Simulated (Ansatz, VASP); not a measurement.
Two plane-wave programs on SiC

```
Si C
1.0
     0.00000    2.14206    2.14206
     2.14206    0.00000    2.14206
     2.14206    2.14206    0.00000
Si C
1 1
Direct
  0.00000 0.00000 0.00000
  0.25000 0.25000 0.25000
```

Alike in both runs: task single point; functional PBE; k mesh 7 × 7 × 7; no spin polarisation.

```csv
,VASP,Ansatz
version,VASP 6.6.1,Ansatz 0.2.0
potentials or method,"VASP PAW PBE potentials, release 64 (Si, C), cutoff 520 eV","plane waves, PAW"
occupations,"fermi-dirac, width 0.1 eV",fermi-dirac
valence electrons in the cell,8,8
```

|  | VASP | Ansatz | Ansatz less VASP |
| --- | --- | --- | --- |
| pressure (GPa) | 16.0 | 16.1 | +0.10 |
